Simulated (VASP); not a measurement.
# NbP (P6_3/mmc) in VASP: a series of runs

The runs below take NbP through single point, with PBE.

Program: VASP 6.6.1. These are calculated values, not measurements. Logs are shortened: lines on timing, memory, paths and dates and some standing lists are left out, and cuts for length are marked.

**1. The cell of the first run**

It takes space group P6_3/mmc (No. 194, hexagonal). The conventional cell has a = 3.314 Å, b = 3.314 Å, c = 6.723 Å, α = 90.00°, β = 90.00°, γ = 120.00°. Nb (site symmetry -3m) has 6 P at 2.55 Å and 8 Nb at 3.31 to 3.36 Å within 3.4 Å. P (site symmetry -6m2) has 6 Nb at 2.55 Å and 6 P at 3.31 Å within 3.4 Å.

The cell was built from a structure type or drawn by symmetry, and may not be a known phase.

**2. Single point, PBE**

The input, INCAR:

```
SYSTEM = NbP
ALGO     = Normal         ! electronic algorithm
EDIFF    = 1E-6           ! SCF threshold, eV
ENCUT    = 520            ! plane-wave cutoff, eV
GGA      = PE             ! functional
ISIF     = 2              ! what is computed and relaxed
ISMEAR   = 0              ! smearing method
LASPH    = .TRUE.         ! aspherical terms in the spheres
LCHARG   = .FALSE.        ! write CHGCAR
LREAL    = .FALSE.        ! projectors in reciprocal space
LWAVE    = .FALSE.        ! write WAVECAR
NBANDS   = 26             ! bands
NELM     = 60             ! most SCF steps
PREC     = Accurate       ! precision mode
SIGMA    = 0.1            ! smearing width, eV
```

The input, KPOINTS:

```
k-points
0
G
  6 6 4
  0 0 0
```

The input, POSCAR:

```
NbP
1.0
    3.3144581000      0.0000000000      0.0000000000
   -1.6572290000      2.8704049000      0.0000000000
    0.0000000000      0.0000000000      6.7227340000
Nb P
2 2
Direct
    0.0000000000      0.0000000000      0.0000000000
    0.0000000000      0.0000000000      0.5000000000
    0.3333333000      0.6666667000      0.2500000000
    0.6666667000      0.3333333000      0.7500000000
```

Potentials or basis: VASP PAW PBE potentials, release 64 (Nb_sv, P).

Started as:

```bash
$ cat potpaw_PBE.64/Nb_sv/POTCAR potpaw_PBE.64/P/POTCAR > POTCAR
$ mpirun -np 1 vasp_std > vasp.out
```

OUTCAR:

```text
SYSTEM = NbP
   EDIFF = 1E-6
   ENCUT = 520
   GGA = PE
   ISIF = 2
   ISMEAR = 0
   LASPH = .TRUE.
   LREAL = .FALSE.
   NELM = 60
   PREC = Accurate

 ion  position               nearest neighbor table
   1  0.000  0.000  0.000-   3 2.55   4 2.55   3 2.55   4 2.55   4 2.55   3 2.55
   2  0.000  0.000  0.500-   3 2.55   4 2.55   3 2.55   4 2.55   4 2.55   3 2.55
   3  0.333  0.667  0.250-   1 2.55   2 2.55   1 2.55   2 2.55   1 2.55   2 2.55
   4  0.667  0.333  0.750-   1 2.55   2 2.55   1 2.55   2 2.55   1 2.55   2 2.55

  LATTYP: Found a hexagonal cell.
 ALAT       =     3.3144581000
 C/A-ratio  =     2.0283056226

  Lattice vectors:

 A1 = (   3.3144581000,   0.0000000000,   0.0000000000)
 A2 = (  -1.6572290000,   2.8704049000,   0.0000000000)
 A3 = (   0.0000000000,   0.0000000000,   6.7227340000)

Analysis of symmetry for initial positions (statically):
=====================================================================
 Subroutine PRICEL returns:
 Original cell was already a primitive cell.

 Routine SETGRP: Setting up the symmetry group for a
 hexagonal supercell.

 Subroutine GETGRP returns: Found 24 space group operations
 (whereof 12 operations were pure point group operations)
 out of a pool of 24 trial point group operations.

The static configuration has the point symmetry D_3d.
 The point group associated with its full space group is D_6h.

Analysis of symmetry for dynamics (positions and initial velocities):
=====================================================================
 Subroutine PRICEL returns:
 Original cell was already a primitive cell.

 Routine SETGRP: Setting up the symmetry group for a
 hexagonal supercell.

 Subroutine GETGRP returns: Found 24 space group operations
 (whereof 12 operations were pure point group operations)
 out of a pool of 24 trial point group operations.

The dynamic configuration has the point symmetry D_3d.
 The point group associated with its full space group is D_6h.

 Subroutine INISYM returns: Found 24 space group operations
 (whereof 12 operations are pure point group operations),
 and found     1 'primitive' translations

----------------------------------------------------------------------------------------

                                     Primitive cell

  volume of cell :      63.9590

  direct lattice vectors                    reciprocal lattice vectors
     3.314458100  0.000000000  0.000000000     0.301708445  0.174191448  0.000000000
    -1.657229000  2.870404900  0.000000000     0.000000000  0.348382906  0.000000000
     0.000000000  0.000000000  6.722734000     0.000000000  0.000000000  0.148749006

  length of vectors
     3.314458100  3.314458063  6.722734000     0.348382902  0.348382906  0.148749006

  position of ions in fractional coordinates (direct lattice)
     0.000000000  0.000000000  0.000000000
     0.000000000  0.000000000  0.500000000
     0.333333300  0.666666700  0.250000000
     0.666666700  0.333333300  0.750000000

  ion indices of the primitive-cell ions
   primitive index   ion index
                 1           1
                 2           2
                 3           3
                 4           4

----------------------------------------------------------------------------------------

 KPOINTS: k-points

Automatic generation of k-mesh.
 Grid dimensions read from file:
 generate k-points for:    6    6    4

 Generating k-lattice:

  Cartesian coordinates                     Fractional coordinates (reciprocal lattice)
     0.050284741  0.029031908  0.000000000     0.166666667  0.000000000  0.000000000
     0.000000000  0.058063818  0.000000000     0.000000000  0.166666667  0.000000000
     0.000000000  0.000000000  0.037187251     0.000000000  0.000000000  0.250000000

  Length of vectors
     0.058063817  0.058063818  0.037187251

  Shift w.r.t. Gamma in fractional coordinates (k-lattice)
     0.000000000  0.000000000  0.000000000

 Subroutine IBZKPT returns following result:
 ===========================================

 Found     21 irreducible k-points:

 Following reciprocal coordinates:
            Coordinates               Weight
  0.000000  0.000000  0.000000      1.000000
  0.166667  0.000000  0.000000      6.000000
  0.333333  0.000000  0.000000      6.000000
  0.500000  0.000000  0.000000      3.000000
  0.166667  0.166667  0.000000      6.000000
  0.333333  0.166667  0.000000     12.000000
[... 13 lines left out ...]
  0.333333  0.166667  0.500000     12.000000
  0.333333  0.333333  0.500000      2.000000
   k-points           NKPTS =     21   k-points in BZ     NKDIM =     21   number of bands    NBANDS=     26
   number of dos      NEDOS =    301   number of ions     NIONS =      4
   total plane-waves  NPLWV =  39200
   dimension x,y,z NGX =    28 NGY =   28 NGZ =   50
   dimension x,y,z NGXF=    56 NGYF=   56 NGZF=  100
   ions per type =               2   2
   NGX,Y,Z   is equivalent  to a cutoff of  14.04, 14.04, 12.36 a.u.
   NGXF,Y,Z  is equivalent  to a cutoff of  28.09, 28.09, 24.73 a.u.
 SYSTEM =  NbP
   PREC   = accura    normal or accurate (medium, high low for compatibility)
   ISTART =      0    job   : 0-new  1-cont  2-samecut
   ICHARG =      2    charge: 1-file 2-atom 10-const
   ISPIN  =      1    spin polarized calculation?
   LNONCOLLINEAR =      F non collinear calculations
   LSORBIT =      F    spin-orbit coupling
   LASPH  =      T    aspherical Exc in radial PAW
   ENCUT  =  520.0 eV  38.22 Ry    6.18 a.u.   6.16  6.16 12.50*2*pi/ulx,y,z
   NELM   =     60;   NELMIN=  2; NELMDL= -5     # of ELM steps
   EDIFF  = 0.1E-05   stopping-criterion for ELM
   LREAL  =      F    real-space projection
   EDIFFG = 0.1E-04   stopping-criterion for IOM
   NSW    =      0    number of steps for IOM
   IBRION =     -1    ionic relax: 0-MD 1-quasi-New 2-CG
   NFREE  =      0    steps in history (QN), initial steepest desc. (CG)
   ISIF   =      2    stress and relaxation
   ISYM   =      2    0-nonsym 1-usesym 2-fastsym
   POTIM  = 0.5000    time-step for ionic-motion
   TEBEG  =    0.0;   TEEND  =   0.0 temperature during run
   PSTRESS=    0.0 pullay stress
   NELECT =      36.0000    total number of electrons
   NUPDOWN=      -1.0000    fix difference up-down
   EMIN   =  10.00;   EMAX   =-10.00  energy-range for DOS
   EFERMI =   0.00;   METHOD = LEGACY
   ISMEAR =     0;   SIGMA  =   0.10  broadening in eV -4-tet -1-fermi 0-gaus
   EFERMI_NEDOS =   21; number of points for ismear=-14 and -15
   IALGO  =     38    algorithm
   IMIX   =      4    mixing-type and parameters
     AMIX     =   0.40;   BMIX     =  1.00
     AMIX_MAG =   1.60;   BMIX_MAG =  1.00
  volume/ion in A,a.u.               =      15.99       107.90
  Fermi-wavevector in a.u.,A,eV,Ry     =   1.351684  2.554312 24.858514  1.827049
  Thomas-Fermi vector in A             =   2.479085
   LORBIT       =      0    0 simple, 1 ext, 2 COOP (PROOUT), +10 PAW based schemes
   GGA     = PE    functional components
   LHFCALC =     F    Hartree Fock is set to
   AEXX    =    0.0000 exact exchange contribution
   IVDW    =     0    specifies the selected vdW correction
   LEPSILON=     F    determine dielectric tensor
   LRPA    =     F    only Hartree local field effects (RPA)
 non-spin polarized calculation
 Gauss-broadening in eV      SIGMA  =   0.10
  energy-cutoff  :      520.00
  volume of cell :       63.96
 maximum number of plane-waves:      1738
 NGX is ok and might be reduce to    28
   NGX = 13   NGY = 13   NGZ = 25

 number of electron      35.9999997 magnetization

 Free energy of the ion-electron system (eV)
  ---------------------------------------------------
  ext. energy  EPLUGINS =         0.00000000
  ---------------------------------------------------
  free energy    TOTEN  =       -35.07958060 eV

  energy without entropy =      -35.06699890  energy(sigma->0) =      -35.07328975

 E-fermi :  10.6682     XC(G=0): -12.0223

 val. band max:       10.6366136817   @ k =   0.0000   0.0000   0.0000
 cond. band min:      10.6700114371   @ k =   0.1667   0.0000   0.0000
 fundamental gap:      0.0333977554
 Fermi energy:        10.6682017213

 k-point     1 :       0.0000    0.0000    0.0000
  band No.  band energies     occupation
      1     -44.2370      2.00000
      2     -44.2194      2.00000
      3     -20.5374      2.00000
      4     -20.2569      2.00000
      5     -20.1538      2.00000
      6     -20.1538      2.00000
[... 18 lines left out ...]
     25      16.0343      0.00000
     26      17.2795      0.00000

 k-point     2 :       0.1667    0.0000    0.0000
  band No.  band energies     occupation
      1     -44.2275      2.00000
      2     -44.2102      2.00000
      3     -20.5139      2.00000
      4     -20.2547      2.00000
      5     -20.2428      2.00000
      6     -20.2246      2.00000
[... 18 lines left out ...]
     25      15.6300      0.00000
     26      16.6455      0.00000

 k-point     3 :       0.3333    0.0000    0.0000
  band No.  band energies     occupation
      1     -44.2083      2.00000
      2     -44.1917      2.00000
      3     -20.4690      2.00000
      4     -20.4486      2.00000
      5     -20.4088      2.00000
      6     -20.2216      2.00000
[... 18 lines left out ...]
     25      15.3936      0.00000
     26      17.2613      0.00000

 k-point     4 :       0.5000    0.0000    0.0000
  band No.  band energies     occupation
      1     -44.1987      2.00000
      2     -44.1824      2.00000
      3     -20.5476      2.00000
      4     -20.4988      2.00000
      5     -20.4418      2.00000
      6     -20.2440      2.00000
[... 18 lines left out ...]
     25      15.8278      0.00000
     26      16.7122      0.00000
[... 409 lines left out ...]
      1     -44.2047      2.00000
      2     -44.2047      2.00000
      3     -20.3694      2.00000
      4     -20.3694      2.00000
      5     -20.3468      2.00000
      6     -20.3468      2.00000
[... 18 lines left out ...]
     25      15.7553      0.00000
     26      15.7553      0.00000

 k-point    20 :       0.3333    0.1667    0.5000
  band No.  band energies     occupation
      1     -44.1906      2.00000
      2     -44.1906      2.00000
      3     -20.4747      2.00000
      4     -20.4747      2.00000
      5     -20.3227      2.00000
      6     -20.3227      2.00000
[... 18 lines left out ...]
     25      16.1252      0.00000
     26      16.1256      0.00000

 k-point    21 :       0.3333    0.3333    0.5000
  band No.  band energies     occupation
      1     -44.1858      2.00000
      2     -44.1858      2.00000
      3     -20.4105      2.00000
      4     -20.4105      2.00000
      5     -20.4048      2.00000
      6     -20.4048      2.00000
[... 18 lines left out ...]
     25      17.4235      0.00000
     26      17.4724      0.00000

------------------------ aborting loop because EDIFF is reached ----------------------------------------

  FORCE on cell =-STRESS in cart. coord.  units (eV):
  Direction    XX          YY          ZZ          XY          YZ          ZX
  --------------------------------------------------------------------------------------
  -------------------------------------------------------------------------------------
  Total       -0.1289158     -0.1289158     -0.0133742     -0.0000000      0.0000000      0.0000000
  in kB       -3.2293496     -3.2293496     -0.3350245     -0.0000001      0.0000000      0.0000000
  external PRESSURE =      -2.2645746 kB  Pullay stress =       0.0000000 kB

 VOLUME and BASIS-vectors are now :
 -----------------------------------------------------------------------------
  energy-cutoff  :      520.00
  volume of cell :       63.96
      direct lattice vectors                 reciprocal lattice vectors
     3.314458100  0.000000000  0.000000000     0.301708445  0.174191448  0.000000000
    -1.657229000  2.870404900  0.000000000     0.000000000  0.348382906  0.000000000
     0.000000000  0.000000000  6.722734000     0.000000000  0.000000000  0.148749006

 POSITION                                       TOTAL-FORCE (eV/Angst)
 -----------------------------------------------------------------------------------
      0.00000      0.00000      0.00000         0.000000      0.000000      0.000000
      0.00000      0.00000      3.36137         0.000000      0.000000      0.000000
     -0.00000      1.91360      1.68068         0.000000     -0.000000     -0.000000
      1.65723      0.95680      5.04205        -0.000000      0.000000     -0.000000
 -----------------------------------------------------------------------------------
    total drift:                                0.000000     -0.000000      0.000000

  FREE ENERGIE OF THE ION-ELECTRON SYSTEM (eV)
  ---------------------------------------------------
  free  energy   TOTEN  =       -35.0795806007 eV

  energy  without entropy=      -35.0669989041  energy(sigma->0) =      -35.07328975
```

Run time: 18 s. Hardware: 1 thread of Intel Xeon 6975P-C (Granite Rapids), shared host; peak memory 0.19 GiB.

What came out:

| Property | Result |
| --- | --- |
| Free energy | -35.0796 eV |
| Pressure | -0.2 GPa |
| Band gap on the k mesh | zero (bands 18 and 19 overlap by 0.31 eV) |

Caveat: the k points lie up to 0.36 Å⁻¹ apart.

(Part 1 of 2 ends here.)
